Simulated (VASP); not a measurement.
Input of a VASP 6.6.1 run:

The input INCAR:

```
ALGO = Normal
EDIFF = 1E-7
EDIFFG = -0.002
ENCUT = 500
GGA = PS
GGA_COMPAT = F
IBRION = 2
ISIF = 3
ISMEAR = 0
LASPH = T
LCHARG = F
LREAL = F
LWAVE = F
NELM = 120
NELMIN = 4
NSW = 100
PREC = Accurate
PSTRESS = 40.0
SIGMA = 0.01
```

Contents of KPOINTS:

```
k-points
0
Gamma
  6 6 6
```

Contents of POSCAR:

```
TlCl
1.0
    3.7692256933      0.0000000000      0.0000000000
    0.0000000000      3.7692256933      0.0000000000
    0.0000000000      0.0000000000      3.7692256933
Tl Cl
1 1
Direct
    0.0000000000      0.0000000000      0.0000000000
    0.5000000000      0.5000000000      0.5000000000
```

Potentials or basis: VASP PAW PBE potentials, release 64 (Tl_d, Cl).

Run with:

```bash
$ cat potpaw_PBE.64/Tl_d/POTCAR potpaw_PBE.64/Cl/POTCAR > POTCAR
$ mpirun -np 1 vasp_std > vasp.out
```

Question: What does it give for the relaxed volume?

Answer: 24.15 Å³/atom.

Question: Predict the space group after relaxing (to 0.1 Å).

Answer: Pm-3m (No. 221).

Final structure:
```
Tl Cl
1.0
     3.64194    0.00000    0.00000
     0.00000    3.64194    0.00000
     0.00000    0.00000    3.64194
Tl Cl
1 1
Direct
  0.00000 0.00000 0.00000
  0.50000 0.50000 0.50000
```

Caveat: the cell is relaxed towards a set pressure, so the run minimises the enthalpy, not the energy; the PAW data sets were made with another functional, which shifts forces and pressure a little.
